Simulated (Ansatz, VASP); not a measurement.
**CaB6 in VASP and in Ansatz**

```
Ca B
1.0
     4.14792    0.00000    0.00000
     0.00000    4.14792    0.00000
     0.00000    0.00000    4.14792
Ca B
1 6
Direct
  0.00000 0.00000 0.00000
  0.20178 0.50000 0.50000
  0.50000 0.20178 0.50000
  0.79822 0.50000 0.50000
  0.50000 0.79822 0.50000
  0.50000 0.50000 0.20178
  0.50000 0.50000 0.79822
```

Change from the starting cell: species swapped into the GdB6 type (Pm-3m, No. 221).

Alike in both runs: functional PBE; k mesh 8 × 8 × 8; occupations gaussian, width 0.01 eV; no spin polarisation.

Ansatz relaxed the structure, and its values are those at the end. VASP's run is a single point on that final structure, the one shown.

```csv
,VASP,Ansatz
version,VASP 6.6.1,Ansatz 0.2.0
potentials or method,"VASP PAW PBE potentials, release 64 (Ca_sv, B), cutoff 520 eV","scalar-relativistic, plane waves, PAW"
valence electrons in the cell,28,28
```

VASP gave:

* gap on the k mesh at the Fermi level (eV): 0.07
* least direct gap on the mesh (eV): 0.15
* pressure (GPa): 0.1
* rms of the force components (eV/Å): 0.006

**Question.** What did Ansatz give for the same quantities?

**Answer.** gap on the k mesh at the Fermi level (eV): 0.07; least direct gap on the mesh (eV): 0.14; pressure (GPa): 0.0; rms of the force components (eV/Å): 0.003.

The functional is the same, so the differences come from potentials, cutoffs and numerics.
